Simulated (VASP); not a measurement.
A run of VASP 6.6.1 is set up as follows.

The input INCAR:

```
SYSTEM = AlCo
PREC = Accurate ; ENCUT = 520
EDIFF = 1E-7 ; ISMEAR = 0
SIGMA = 0.15 ; LREAL = .False.
LASPH = .True. ; NELM = 100
ALGO = Fast ; ISIF = 2
LWAVE = .False. ; LCHARG = .False.
GGA = PE ; NBANDS = 13
```

KPOINTS

```
Automatic mesh
0
Gamma
  22 22 22
  0 0 0
```

The input POSCAR:

```
AlCo
1.0
    2.6380097287      0.0000000000      0.0000000000
    0.0000000000      2.8519024094      0.0000000000
    0.0000000000      0.0000000000      2.8519024094
Al Co
1 1
Direct
    0.0000000000      0.0000000000      0.0000000000
    0.5000000000      0.5000000000      0.5000000000
```

Potentials or basis: VASP PAW PBE potentials, release 64 (Al, Co).

Run with:

```console
$ cat potpaw_PBE.64/Al/POTCAR potpaw_PBE.64/Co/POTCAR > POTCAR
$ mpirun -np 1 vasp_std > vasp.out
```

Estimate the pressure.

17.4 GPa.

Predict the band gap on the k mesh.

zero (bands 6 and 7 overlap by 2.74 eV).

Stress tensor (GPa, compression positive):
```
31.08  0.00  0.00
 0.00 10.62  0.00
 0.00  0.00 10.62
```

Caveat: the cell differs from its parent crystal (strain -0.0750 x Voigt [1, 0, 0, 0, 0, 0]); the stress differs along the axes, from 11 to 31 GPa; the run has no spin polarisation, though such a crystal can be magnetic. Spin polarisation is off, so any magnetic state and its effect on volume and gap are missing.
